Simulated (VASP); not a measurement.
Here is a VASP 6.6.1 calculation.

File INCAR:

```
SYSTEM = CuO
PREC     = Accurate       ! precision mode
ENCUT    = 820            ! plane-wave cutoff, eV
EDIFF    = 1E-6           ! SCF threshold, eV
ISMEAR   = -1             ! smearing method
SIGMA    = 0.05           ! smearing width, eV
LREAL    = .False.        ! projectors in reciprocal space
LASPH    = .True.         ! aspherical terms in the spheres
NELM     = 120            ! most SCF steps
ALGO     = Normal         ! electronic algorithm
ISIF     = 2              ! what is computed and relaxed
LWAVE    = .False.        ! write WAVECAR
LCHARG   = .False.        ! write CHGCAR
GGA      = PS             ! functional
NBANDS   = 33             ! bands
GGA_COMPAT= .False.
```

KPOINTS

```
regular mesh
0
Gamma
  8 8 6
  0 0 0
```

File POSCAR:

```
CuO
1.0
    3.1106712801      0.0000000000      0.0000000000
    0.0000000000      3.1106712801      0.0000000000
    0.0000000000      0.0000000000      4.5546168319
Cu O
2 2
Direct
    0.0000000000      0.0000000000      0.0000000000
    0.5000000000      0.5000000000      0.0000000000
    0.5000000000      0.0000000000      0.2670000000
    0.0000000000      0.5000000000      0.7330000000
```

Potentials or basis: VASP PAW PBE potentials, release 64 (Cu_sv_GW, O).

Launch:

```sh
$ cat potpaw_PBE.64/Cu_sv_GW/POTCAR potpaw_PBE.64/O/POTCAR > POTCAR
$ mpirun -np 1 vasp_std > vasp.out
```

What does it give for the pressure?

21.5 GPa.

What does it give for the band gap on the k mesh?

Zero (bands 25 and 26 overlap by 0.88 eV).

What does it give for the largest force?

0.491 eV/Å.

Stress tensor (GPa, compression positive):
```
36.03  0.00  0.00
 0.00 36.03  0.00
 0.00  0.00 -7.48
```

Caveat: the stress differs along the axes, from -7 to 36 GPa; the PAW data sets were made with another functional, which shifts forces and pressure a little; semilocal functionals often make such compounds metallic where correlation or magnetic order opens a gap, which also shifts bond lengths. With open d or f shells a metallic result of PBEsol can be an artefact of self-interaction; +U or a hybrid may open a gap.
